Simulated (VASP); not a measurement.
Set up this calculation in VASP 6.6.1, as the native input.

| Item | Value |
| --- | --- |
| Task | single point |
| Functional | PBE |
| Potentials or basis | VASP PAW PBE potentials, release 64 (Li_sv, F) |
| Cutoff | 520 eV |
| k mesh | 6 × 6 × 6 |
| Occupations | gaussian, width 0.1 eV |
| Spin | no spin polarisation |
| Dipole correction | no |
| Further INCAR settings | ALGO = Normal; EDIFF = 1e-07; NBANDS = 24 |

The structure of LiF lies in POSCAR:

```
LiF
1.0
    1.8565025700     -4.3332506200      0.0000000000
    1.8565025700      4.3332506200      0.0000000000
   -1.8565025700      0.0000000000      3.5466506100
Li F
3 3
Direct
    0.1272342300      0.1272342300      0.2544684600
    0.8727657700      0.8727657700      0.7455315400
    0.8541378600      0.1458621400      0.5000000000
    0.3541378600      0.6458621400      0.5000000000
    0.1458621400      0.8541378600      0.5000000000
    0.6458621400      0.3541378600      0.5000000000
```

One way to write it, as run:

INCAR

```
ALGO = Normal ; EDIFF = 1E-7
ENCUT = 520 ; GGA = PE
ISIF = 2 ; ISMEAR = 0
LASPH = True ; LCHARG = False
LREAL = False ; LWAVE = False
NBANDS = 24 ; NELM = 80
PREC = Accurate ; SIGMA = 0.1
```

KPOINTS

```
k-points
0
Gamma
  6 6 6
```

Potentials or basis: VASP PAW PBE potentials, release 64 (Li_sv, F).

The run is started by

```bash
$ cat potpaw_PBE.64/Li_sv/POTCAR potpaw_PBE.64/F/POTCAR > POTCAR
$ mpirun -np 1 vasp_std > vasp.out
```

Results of the run:

```json
{"Largest force": "7.973 eV/Å", "Band gap on the k mesh": "zero (band 15 reaches 3.97 eV, above the bottom of band 16 at 3.41 eV)"}
```

Caveat: forces of over 1 eV/Å act on the atoms, so gaps and moduli don't describe the material at rest.

Wall time 98 s on 1 thread of Intel(R) Xeon(R) Platinum 8375C CPU @ 2.90GHz (Ice Lake), on a shared host, peak memory 0.21 GiB.
